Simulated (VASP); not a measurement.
Here is a VASP 6.6.1 calculation.

Contents of INCAR:

```
SYSTEM = Cu
PREC = Accurate
ENCUT = 520
EDIFF = 1E-7
ISMEAR = -1
SIGMA = 0.1
LREAL = .FALSE.
LASPH = .TRUE.
NELM = 60
ALGO = Normal
ISIF = 2
LWAVE = .FALSE.
LCHARG = .FALSE.
NBANDS = 12
```

The input KPOINTS:

```
regular mesh
0
G
  14 14 14
  0 0 0
```

The input POSCAR:

```
Cu
1.0
   -1.4427900000      1.4427900000      1.3760800000
    1.4427900000     -1.4427900000      1.3760800000
    1.4427900000      1.4427900000     -1.3760800000
Cu
1
Direct
    0.0000000000      0.0000000000      0.0000000000
```

Potentials or basis: VASP PAW LDA potentials, release 64 (Cu).

The run is started by

```sh
$ cat potpaw_LDA.64/Cu/POTCAR > POTCAR
$ mpirun -np 1 vasp_std > vasp.out
```

What does it give for the pressure?

-6.9 GPa.

Stress tensor (GPa, compression positive):
```
-6.74  0.00  0.00
 0.00 -6.74  0.00
 0.00  0.00 -7.34
```
